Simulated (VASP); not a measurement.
# PbS (P-6m2) in VASP: further runs

PbS is run at these levels: r2SCAN; tasks: single point.

All numbers are computed with VASP 6.6.1; they aren't measurements. Logs are shortened: lines on timing, memory, paths and dates and some standing lists are left out, and cuts for length are marked.

### Step 1. The cell of the first run

Symmetry: P-6m2, No. 187, hexagonal system. The conventional cell has a = 3.979 Å, b = 3.979 Å, c = 3.761 Å, α = 90.00°, β = 90.00°, γ = 120.00°. Pb (site symmetry -6m2) has 6 S at 2.97 Å and 2 Pb at 3.76 Å within 3.9 Å. Within 3.9 Å of S (site symmetry -6m2) lie 6 Pb at 2.97 Å and 2 S at 3.76 Å.

### Step 2. Single point, r2SCAN (volume scaled by 0.960)

POSCAR reads:

```
PbS
1.0
    3.9785589145      0.0000000000      0.0000000000
   -1.9892794573      3.4455330904      0.0000000000
    0.0000000000      0.0000000000      3.7610711792
Pb S
1 1
Direct
    0.0000000000      0.0000000000      0.0000000000
    0.6666666667      0.3333333333      0.5000000000
```

INCAR.step1 reads:

```
SYSTEM = PbS
PREC     = Accurate       ! precision mode
ENCUT    = 520            ! plane-wave cutoff, eV
ISMEAR   = 0              ! smearing method
SIGMA    = 0.05           ! smearing width, eV
LREAL    = .False.        ! projectors in reciprocal space
LASPH    = .True.         ! aspherical terms in the spheres
NELM     = 100            ! most SCF steps
NBANDS   = 17             ! bands
GGA      = PE             ! functional
ALGO     = Normal         ! electronic algorithm
EDIFF    = 1E-4           ! SCF threshold, eV
LWAVE    = .True.         ! write WAVECAR
LCHARG   = .False.        ! write CHGCAR
```

INCAR.step2 reads:

```
SYSTEM = PbS
PREC     = Accurate       ! precision mode
ENCUT    = 520            ! plane-wave cutoff, eV
EDIFF    = 1E-6           ! SCF threshold, eV
ISMEAR   = 0              ! smearing method
SIGMA    = 0.05           ! smearing width, eV
LREAL    = .False.        ! projectors in reciprocal space
LASPH    = .True.         ! aspherical terms in the spheres
NELM     = 100            ! most SCF steps
ALGO     = Normal         ! electronic algorithm
ISIF     = 2              ! what is computed and relaxed
LWAVE    = .False.        ! write WAVECAR
LCHARG   = .True.         ! write CHGCAR
METAGGA  = R2SCAN         ! meta-GGA
LMIXTAU  = .True.       
LELF     = .True.         ! ELF
LVHAR    = .True.       
NBANDS   = 17             ! bands
ISTART   = 1
```

KPOINTS reads:

```
Automatic mesh
0
Gamma
  10 10 10
  0 0 0
```

Potentials or basis: VASP PAW PBE potentials, release 64 (Pb_d, S).

Run with:

```sh
> cat potpaw_PBE.64/Pb_d/POTCAR potpaw_PBE.64/S/POTCAR > POTCAR
> cp INCAR.step1 INCAR
> mpirun -np 1 vasp_std > vasp.out
> cp INCAR.step2 INCAR
> mpirun -np 1 vasp_std > vasp.out
```

OUTCAR:

```text
SYSTEM = PbS
   PREC = Accurate
   ENCUT = 520
   EDIFF = 1E-6
   ISMEAR = 0
   LREAL = .False.
   LASPH = .True.
   NELM = 100
   ISIF = 2
   METAGGA = R2SCAN
   ISTART = 1

 ion  position               nearest neighbor table
   1  0.000  0.000  0.000-   2 2.97   2 2.97   2 2.97   2 2.97   2 2.97   2 2.97
   2  0.667  0.333  0.500-   1 2.97   1 2.97   1 2.97   1 2.97   1 2.97   1 2.97

  LATTYP: Found a hexagonal cell.
 ALAT       =     3.9785589145
 C/A-ratio  =     0.9453350472

  Lattice vectors:

 A1 = (   3.9785589145,   0.0000000000,   0.0000000000)
 A2 = (  -1.9892794573,   3.4455330904,   0.0000000000)
 A3 = (   0.0000000000,   0.0000000000,   3.7610711792)

Analysis of symmetry for initial positions (statically):
=====================================================================
 Subroutine PRICEL returns:
 Original cell was already a primitive cell.

 Routine SETGRP: Setting up the symmetry group for a
 hexagonal supercell.

 Subroutine GETGRP returns: Found 12 space group operations
 (whereof 12 operations were pure point group operations)
 out of a pool of 24 trial point group operations.

The static configuration has the point symmetry D_3h.

Analysis of symmetry for dynamics (positions and initial velocities):
=====================================================================
 Subroutine PRICEL returns:
 Original cell was already a primitive cell.

 Routine SETGRP: Setting up the symmetry group for a
 hexagonal supercell.

 Subroutine GETGRP returns: Found 12 space group operations
 (whereof 12 operations were pure point group operations)
 out of a pool of 24 trial point group operations.

The dynamic configuration has the point symmetry D_3h.

 Subroutine INISYM returns: Found 12 space group operations
 (whereof 12 operations are pure point group operations),
 and found     1 'primitive' translations

----------------------------------------------------------------------------------------

                                     Primitive cell

  volume of cell :      51.5577

  direct lattice vectors                    reciprocal lattice vectors
     3.978558915  0.000000000  0.000000000     0.251347290  0.145115425  0.000000000
    -1.989279457  3.445533090  0.000000000     0.000000000  0.290230851  0.000000000
     0.000000000  0.000000000  3.761071179     0.000000000  0.000000000  0.265881700

  length of vectors
     3.978558915  3.978558915  3.761071179     0.290230851  0.290230851  0.265881700

  position of ions in fractional coordinates (direct lattice)
[... 74 lines left out ...]
   LNONCOLLINEAR =      F non collinear calculations
   LSORBIT =      F    spin-orbit coupling
   LASPH  =      T    aspherical Exc in radial PAW
   ENCUT  =  520.0 eV  38.22 Ry    6.18 a.u.   7.40  7.40  6.99*2*pi/ulx,y,z
   NELM   =    100;   NELMIN=  2; NELMDL=  0     # of ELM steps
   EDIFF  = 0.1E-05   stopping-criterion for ELM
   LREAL  =      F    real-space projection
   EDIFFG = 0.1E-04   stopping-criterion for IOM
   NSW    =      0    number of steps for IOM
   IBRION =     -1    ionic relax: 0-MD 1-quasi-New 2-CG
   NFREE  =      0    steps in history (QN), initial steepest desc. (CG)
   ISIF   =      2    stress and relaxation
   ISYM   =      2    0-nonsym 1-usesym 2-fastsym
   POTIM  = 0.5000    time-step for ionic-motion
   TEBEG  =    0.0;   TEEND  =   0.0 temperature during run
   PSTRESS=    0.0 pullay stress
   NELECT =      20.0000    total number of electrons
   NUPDOWN=      -1.0000    fix difference up-down
   EMIN   =  10.00;   EMAX   =-10.00  energy-range for DOS
   EFERMI =   0.00;   METHOD = LEGACY
   ISMEAR =     0;   SIGMA  =   0.05  broadening in eV -4-tet -1-fermi 0-gaus
   EFERMI_NEDOS =   21; number of points for ismear=-14 and -15
   IALGO  =     38    algorithm
   IMIX   =      4    mixing-type and parameters
     AMIX     =   0.40;   BMIX     =  1.00
     AMIX_MAG =   1.60;   BMIX_MAG =  1.00
  volume/ion in A,a.u.               =      25.78       173.96
  Fermi-wavevector in a.u.,A,eV,Ry     =   1.193952  2.256242 19.395399  1.425522
  Thomas-Fermi vector in A             =   2.329954
   LORBIT       =      0    0 simple, 1 ext, 2 COOP (PROOUT), +10 PAW based schemes
   METAGGA = R2SCAN    functional components
   LHFCALC =     F    Hartree Fock is set to
   AEXX    =    0.0000 exact exchange contribution
   IVDW    =     0    specifies the selected vdW correction
   LEPSILON=     F    determine dielectric tensor
   LRPA    =     F    only Hartree local field effects (RPA)
 non-spin polarized calculation
 Gauss-broadening in eV      SIGMA  =   0.05
  energy-cutoff  :      520.00
  volume of cell :       51.56
 maximum number of plane-waves:      1406
 NGX is ok and might be reduce to    30
   NGX = 15   NGY = 15   NGZ = 13

 number of electron      20.0000005 magnetization

 Free energy of the ion-electron system (eV)
  ---------------------------------------------------
  ext. energy  EPLUGINS =         0.00000000
  ---------------------------------------------------
  free energy    TOTEN  =       -65.32739113 eV

  energy without entropy =      -65.32726025  energy(sigma->0) =      -65.32732569

 E-fermi :   5.8088     XC(G=0): -10.3036

 val. band max:        5.5240315585   @ k =   0.1000   0.0000   0.5000
 cond. band min:       5.8553950292   @ k =   0.3000   0.3000   0.0000
 fundamental gap:      0.3313634707
 Fermi energy:         5.8087875869

 k-point     1 :       0.0000    0.0000    0.0000
  band No.  band energies     occupation
      1     -11.7967      2.00000
      2     -11.7796      2.00000
      3     -11.7796      2.00000
      4     -11.6568      2.00000
      5     -11.6568      2.00000
      6      -8.4288      2.00000
[... 457 lines left out ...]
      4     -11.7006      2.00000
      5     -11.6751      2.00000
      6      -7.0976      2.00000
[... 9 lines left out ...]
     16      17.0673      0.00000
     17      17.9806      0.00000

 [... further k-points ...]
[... 5 lines left out ...]
  --------------------------------------------------------------------------------------
  -------------------------------------------------------------------------------------
  Total        0.7543360      0.7543360      0.7122141     -0.0000000      0.0000000      0.0000000
  in kB       23.4412959     23.4412959     22.1323434     -0.0000000      0.0000000      0.0000000
  external PRESSURE =      23.0049784 kB  Pullay stress =       0.0000000 kB

 VOLUME and BASIS-vectors are now :
 -----------------------------------------------------------------------------
  energy-cutoff  :      520.00
  volume of cell :       51.56
      direct lattice vectors                 reciprocal lattice vectors
     3.978558915  0.000000000  0.000000000     0.251347290  0.145115425  0.000000000
    -1.989279457  3.445533090  0.000000000     0.000000000  0.290230851  0.000000000
     0.000000000  0.000000000  3.761071179     0.000000000  0.000000000  0.265881700

 POSITION                                       TOTAL-FORCE (eV/Angst)
 -----------------------------------------------------------------------------------
      0.00000      0.00000      0.00000         0.000000      0.000000      0.000000
      1.98928      1.14851      1.88054        -0.000000      0.000000      0.000000
 -----------------------------------------------------------------------------------
    total drift:                               -0.000000      0.000000      0.000000

  FREE ENERGIE OF THE ION-ELECTRON SYSTEM (eV)
  ---------------------------------------------------
  free  energy   TOTEN  =       -65.3273911349 eV

  energy  without entropy=      -65.3272602480  energy(sigma->0) =      -65.32732569
```

OUTCAR.step1:

```text
SYSTEM = PbS
   PREC = Accurate
   ENCUT = 520
   ISMEAR = 0
   LREAL = .False.
   LASPH = .True.
[... 703 lines left out ...]
      0.00000      0.00000      0.00000         0.000000      0.000000      0.000000
      1.98928      1.14851      1.88054        -0.000000      0.000000      0.000000
 -----------------------------------------------------------------------------------
    total drift:                               -0.000000      0.000000      0.000000

  FREE ENERGIE OF THE ION-ELECTRON SYSTEM (eV)
  ---------------------------------------------------
  free  energy   TOTEN  =        -8.4942030495 eV

  energy  without entropy=       -8.4940947993  energy(sigma->0) =       -8.49414892
```

OSZICAR.step1:

```text
N       E                     dE             d eps       ncg     rms          rms(c)
DAV:   1     0.160718390416E+03    0.16072E+03   -0.97064E+03  2880   0.124E+03
DAV:   2     0.347453456162E+01   -0.15724E+03   -0.15113E+03  3023   0.314E+02
DAV:   3    -0.874181896436E+01   -0.12216E+02   -0.12074E+02  3692   0.925E+01
DAV:   4    -0.905140487564E+01   -0.30959E+00   -0.30924E+00  3708   0.161E+01
DAV:   5    -0.906252548508E+01   -0.11121E-01   -0.11120E-01  4104   0.300E+00    0.488E+00
DAV:   6    -0.850067422663E+01    0.56185E+00   -0.15111E+00  4479   0.882E+00    0.348E+00
DAV:   7    -0.849424965463E+01    0.64246E-02   -0.15237E-01  3521   0.202E+00    0.191E+00
DAV:   8    -0.849428615683E+01   -0.36502E-04   -0.15982E-02  3601   0.132E+00    0.158E-01
DAV:   9    -0.849401015374E+01    0.27600E-03   -0.30406E-03  4598   0.460E-01    0.107E-01
DAV:  10    -0.849419676539E+01   -0.18661E-03   -0.35958E-04  3234   0.125E-01    0.526E-02
DAV:  11    -0.849420304948E+01   -0.62841E-05   -0.56134E-05  2793   0.836E-02
   1 F= -.84942030E+01 E0= -.84941489E+01  d E =-.108250E-03
```

Wall time 2.9 min (1 thread of AMD EPYC 9R45 (Zen 5), shared host); peak memory 0.19 GiB.

What came out:

```
Free energy            : -65.3274 eV
Pressure               : 2.3 GPa
Band gap on the k mesh : zero (band 10 reaches 6.01 eV, above the bottom of band 11 at 5.42 eV)
```

Stress tensor (GPa, compression positive):
```
2.34 0.00 0.00
0.00 2.34 0.00
0.00 0.00 2.21
```

Levels at points of the mesh, in eV from the Fermi level:
| k point | band 7 | band 8 | band 9 | band 10 | band 11 | band 12 | band 13 | band 14 |
| --- | --- | --- | --- | --- | --- | --- | --- | --- |
| (0.00, 0.00, 0.00) | -6.46 | -2.73 | -1.94 | -1.94 | 3.85 | 3.85 | 5.48 | 7.23 |
| (0.50, 0.00, 0.00) | -8.93 | -3.07 | -1.90 | -1.58 | 2.06 | 4.09 | 5.64 | 5.87 |
| (0.00, 0.00, 0.50) | -9.66 | -1.35 | -1.35 | 0.20 | 1.42 | 4.32 | 4.32 | 8.70 |
| (0.50, 0.00, 0.50) | -7.73 | -4.62 | -4.55 | -1.72 | 2.30 | 2.99 | 3.15 | 9.13 |

Caveat: the PAW data sets were made with another functional, which shifts forces and pressure a little; spin-orbit coupling is left out, which moves the levels of the heavy elements.

### Step 3. Single point, r2SCAN (volume scaled by 0.980)

POSCAR reads:

```
PbS
1.0
    4.0136069603      0.0000000000      0.0000000000
   -2.0068034802      3.4758855885      0.0000000000
    0.0000000000      0.0000000000      3.7726654942
Pb S
1 1
Direct
    0.0000000000      0.0000000000      0.0000000000
    0.6666666667      0.3333333333      0.5000000000
```

INCAR.step1 reads:

```
SYSTEM = PbS
PREC = Accurate ; ENCUT = 520
ISMEAR = 0 ; SIGMA = 0.05
LREAL = .FALSE. ; LASPH = .TRUE.
NELM = 60 ; NBANDS = 17
GGA = PE ; ALGO = Normal
EDIFF = 1E-4 ; LWAVE = .TRUE.
LCHARG = .FALSE.
```

INCAR.step2 reads:

```
SYSTEM = PbS
PREC = Accurate ; ENCUT = 520
EDIFF = 1E-6 ; ISMEAR = 0
SIGMA = 0.05 ; LREAL = .FALSE.
LASPH = .TRUE. ; NELM = 60
ALGO = Normal ; ISIF = 2
LWAVE = .FALSE. ; LCHARG = .TRUE.
METAGGA = R2SCAN ; LMIXTAU = .TRUE.
LELF = .TRUE. ; LVHAR = .TRUE.
NBANDS = 17 ; ISTART = 1
```

KPOINTS reads:

```
Automatic mesh
0
G
  10 10 10
  0 0 0
```

Potentials or basis: VASP PAW PBE potentials, release 64 (Pb_d, S).

Run with:

```sh
> cat potpaw_PBE.64/Pb_d/POTCAR potpaw_PBE.64/S/POTCAR > POTCAR
> cp INCAR.step1 INCAR
> mpirun -np 1 vasp_std > vasp.out
> cp INCAR.step2 INCAR
> mpirun -np 1 vasp_std > vasp.out
```

Run time: 2.7 min. Hardware: 1 thread of AMD EPYC 9R45 (Zen 5), shared host; peak memory 0.19 GiB.

It converged, with:

| Item | Value |
| --- | --- |
| Free energy | -65.3393 eV |
| Pressure | 1.1 GPa |
| Band gap on the k mesh | zero (band 10 reaches 5.69 eV, above the bottom of band 11 at 5.27 eV) |

Stress tensor (GPa, compression positive):
```
1.11 0.00 0.00
0.00 1.11 0.00
0.00 0.00 0.99
```

Levels at points of the mesh, in eV from the Fermi level:
```csv
k point,band 6,band 7,band 8,band 9,band 10,band 11,band 12,band 13,band 14,band 15
"(0.00, 0.00, 0.00)",-14.06,-6.49,-2.58,-1.88,-1.88,3.82,3.82,5.57,7.13,7.60
"(0.50, 0.00, 0.00)",-12.84,-8.84,-2.97,-1.86,-1.48,2.09,4.13,5.70,5.79,11.48
"(0.00, 0.00, 0.50)",-12.88,-9.51,-1.29,-1.29,0.15,1.37,4.27,4.27,8.71,8.71
"(0.50, 0.00, 0.50)",-12.13,-7.67,-4.47,-4.41,-1.65,2.32,3.00,3.15,9.03,11.51
```

Caveat: the PAW data sets were made with another functional, which shifts forces and pressure a little; spin-orbit coupling is left out, which moves the levels of the heavy elements.

[end of part 1 of 2]
